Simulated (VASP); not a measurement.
Input of a VASP 6.6.1 run:

Contents of INCAR:

```
  ALGO = Normal
  EDIFF = 1E-7
  EDIFFG = -0.003
  ENCUT = 500
  GGA = CA
  GGA_COMPAT = F
  IBRION = 2
  ISIF = 3
  ISMEAR = 0
  LASPH = T
  LCHARG = F
  LREAL = F
  LWAVE = F
  NELM = 120
  NELMIN = 4
  NSW = 80
  PREC = Accurate
  SIGMA = 0.1
```

Contents of KPOINTS:

```
k-points
0
Gamma
  12 12 12
```

POSCAR

```
Ir
1.0
    0.0000000000      1.9250000000      1.9250000000
    1.9250000000      0.0000000000      1.9250000000
    1.9250000000      1.9250000000      0.0000000000
Ir
1
Direct
    0.0000000000      0.0000000000      0.0000000000
```

Potentials or basis: VASP PAW LDA potentials, release 64 (Ir).

The run is started by

```console
$ cat potpaw_LDA.64/Ir/POTCAR > POTCAR
$ mpirun -np 1 vasp_std > vasp.out
```

What does it give for the relaxed cell?

a = 2.699 Å, b = 2.699 Å, c = 2.699 Å, α = 60.00°, β = 60.00°, γ = 60.00°.

What does it give for the space group after relaxing (to 0.05 Å)?

Fm-3m (No. 225).

Final structure:
```
CELL_PARAMETERS angstrom
0.00000 1.90882 1.90882
1.90882 0.00000 1.90882
1.90882 1.90882 0.00000
ATOMIC_POSITIONS crystal
Ir 0.00000 0.00000 0.00000
```
